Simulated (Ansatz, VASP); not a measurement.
**SiSb3Au in VASP and in Ansatz**

```
Si Sb Au
1.0
     5.13707    0.00000    0.00000
     0.00000    5.13707    0.00000
     0.00000    0.00000    5.13707
Si Sb Au
1 3 1
Cartesian
  2.5685 2.5685 2.5685
  0.0000 2.5685 2.5685
  2.5685 0.0000 2.5685
  2.5685 2.5685 0.0000
  0.0000 0.0000 0.0000
```

Alike in both runs: task relaxation of cell and atoms; functional PBE; k mesh 8 × 8 × 8; occupations gaussian, width 0.1 eV; no spin polarisation.

|  | VASP | Ansatz |
| --- | --- | --- |
| version | VASP 6.6.1 | Ansatz 0.2.0 |
| potentials or method | VASP PAW PBE potentials, release 64 (Si, Sb, Au), cutoff 600 eV | scalar-relativistic, plane waves, PAW |
| valence electrons in the cell | 30 | 68 |

|  | VASP | Ansatz | Ansatz less VASP |
| --- | --- | --- | --- |
| gap on the k mesh at the Fermi level, each at its own relaxed structure (eV) | none | none | - |
| relaxed volume (Å³/atom) | 27.64 | 27.63 | -0.006 |
| relaxed length of the cell vector where the two differ most in proportion (Å) | 5.170 | 5.170 | -0.0003 |

A gap of «none» marks a metal or a gap that the smearing closes. VASP's potentials hold 30 valence electrons a cell and Ansatz's 68, so a difference there can come from the potentials and not from the codes.

Neither program's run includes spin-orbit coupling.
